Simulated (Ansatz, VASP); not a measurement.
## Sn: VASP beside Ansatz

```
Sn
1.0
     3.08676    0.00000    0.00000
     0.00000    3.08676    0.00000
     0.00000    0.00000    3.08676
Sn
1
Direct
  0.50000 0.50000 0.50000
```

Alike in both runs: functional PBE; k mesh 18 × 18 × 18; occupations gaussian, width 0.1 eV; no spin polarisation.

Ansatz relaxed the structure, and its values are those at the end. VASP's run is a single point on that final structure, the one shown.

```csv
,VASP,Ansatz
version,VASP 6.6.1,Ansatz 0.2.0
potentials or method,"VASP PAW PBE potentials, release 64 (Sn_d), cutoff 500 eV","scalar-relativistic, plane waves, PAW"
valence electrons in the cell,14,14
```

|  | VASP | Ansatz | Ansatz less VASP |
| --- | --- | --- | --- |
| gap on the k mesh at the Fermi level (eV) | none | none | - |
| pressure (GPa) | 0.0 | 0.0 | 0.00 |

A gap of «none» marks a metal or a gap that the smearing closes. The functional is the same, so the differences come from potentials, cutoffs and numerics.
